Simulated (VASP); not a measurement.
AgI: relaxation of cell and atoms with LDA

AgI:

```
Ag I
1.0
     0.00000    3.31587    3.31587
     3.31587    0.00000    3.31587
     3.31587    3.31587    0.00000
Ag I
1 1
Direct
  0.00000 0.00000 0.00000
  0.25000 0.25000 0.25000
```

```
Program                : VASP 6.6.1
Task                   : relaxation of cell and atoms
Functional             : LDA
Potentials or basis    : VASP PAW LDA potentials, release 64 (Ag, I)
Cutoff                 : 500 eV
k mesh                 : 6 × 6 × 6
Occupations            : fermi-dirac, width 0.02 eV
Spin                   : no spin polarisation
Dipole correction      : no
Further INCAR settings : ALGO = Normal; EDIFF = 1e-07; IBRION = 2; EDIFFG = -0.005; NSW = 80; ISIF = 3
```

```
Relaxed volume                         : 31.98 Å³/atom
Relaxed cell                           : a = 4.489 Å, b = 4.489 Å, c = 4.489 Å, α = 60.00°, β = 60.00°, γ = 60.00°
Space group after relaxing (to 0.05 Å) : F-43m (No. 216)
Energy gained by relaxing              : 61.2 meV/atom
Ionic steps                            : 4
Pressure after relaxing                : 0.0 GPa
Band gap on the k mesh                 : 1.09 eV, direct
```

The path:
| step | energy change (eV) | largest force (eV/Å) | pressure (GPa) | volume (Å³) |
| --- | --- | --- | --- | --- |
| 1 | 0.0000 | 0.0000 | -3.81 | 72.92 |
| 2 | -0.1223 | 0.0000 | -0.12 | 64.15 |
| 3 | -0.1223 | 0.0000 | -0.04 | 63.97 |
| 4 | -0.1223 | 0.0000 | 0.00 | 63.97 |

Final structure:
```
CELL_PARAMETERS angstrom
0.00000 3.17428 3.17428
3.17428 0.00000 3.17428
3.17428 3.17428 0.00000
ATOMIC_POSITIONS crystal
Ag 0.00000 0.00000 0.00000
I 0.25000 0.25000 0.25000
```

Levels at points of the mesh, in eV from the valence-band top:
```
           k point  band 7  band 8  band 9  band 10  band 11  band 12
(0.00, 0.00, 0.00)    0.00    0.00    0.00     1.09     5.51     5.51
(0.50, 0.00, 0.00)   -3.27   -0.84   -0.84     2.53     6.03     6.03
(0.50, 0.50, 0.00)   -2.93   -2.05   -2.05     3.23     3.67     8.50
```

Run time: 40 s on 1 thread of Intel(R) Xeon(R) Platinum 8488C (Sapphire Rapids), on a shared host, peak memory 0.18 GiB.

Caveat: spin-orbit coupling is left out, which moves the levels of the heavy elements; the volume moved by -12 % from the deposited cell, more than functionals usually miss. LDA usually gives volumes a few per cent too small.
